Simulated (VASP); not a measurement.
Wanted: the native input for a VASP 6.6.1 run.

```yaml
Task: single point
Functional: LDA
Potentials_or_basis: VASP PAW LDA potentials, release 64 (Ga_d, N)
Cutoff: 520 eV
k_mesh: 6 × 6 × 6
Occupations: gaussian, width 0.05 eV
Spin: no spin polarisation
Dipole_correction: no
Further_INCAR_settings: ALGO = Normal; EDIFF = 1e-07; NBANDS = 46
```

The structure of GaN lies in POSCAR:

```
GaN
1.0
    4.5070012150      0.0000000000      0.0000000000
    0.0000000000     -4.5070012150      0.0000000000
    0.0000000000      0.0000000000     -4.5070012150
Ga N
4 4
Direct
    0.0000000000      0.5000000000      0.5000000000
    0.5000000000      0.0000000000      0.5000000000
    0.5000000000      0.5000000000      0.0000000000
    0.0000000000      0.0000000000      0.0000000000
    0.7500000000      0.7500000000      0.7500000000
    0.2500000000      0.2500000000      0.7500000000
    0.2500000000      0.7500000000      0.2500000000
    0.7500000000      0.2500000000      0.2500000000
```

These files were run (other wordings do the same):

INCAR

```
SYSTEM = GaN
PREC = Accurate
ENCUT = 520
EDIFF = 1E-7
ISMEAR = 0
SIGMA = 0.05
LREAL = .FALSE.
LASPH = .TRUE.
NELM = 60
ALGO = Normal
ISIF = 2
LWAVE = .FALSE.
LCHARG = .FALSE.
NBANDS = 46
```

KPOINTS

```
Automatic mesh
0
G
  6 6 6
  0 0 0
```

Potentials or basis: VASP PAW LDA potentials, release 64 (Ga_d, N).

Command:

```console
$ cat potpaw_LDA.64/Ga_d/POTCAR potpaw_LDA.64/N/POTCAR > POTCAR
$ mpirun -np 1 vasp_std > vasp.out
```

It gave:

The pressure is -5.5 GPa and the band gap on the k mesh is 1.75 eV.

Run time: 61 s on 1 thread of Intel(R) Xeon(R) Platinum 8488C (Sapphire Rapids), on a shared host, peak memory 0.2 GiB.
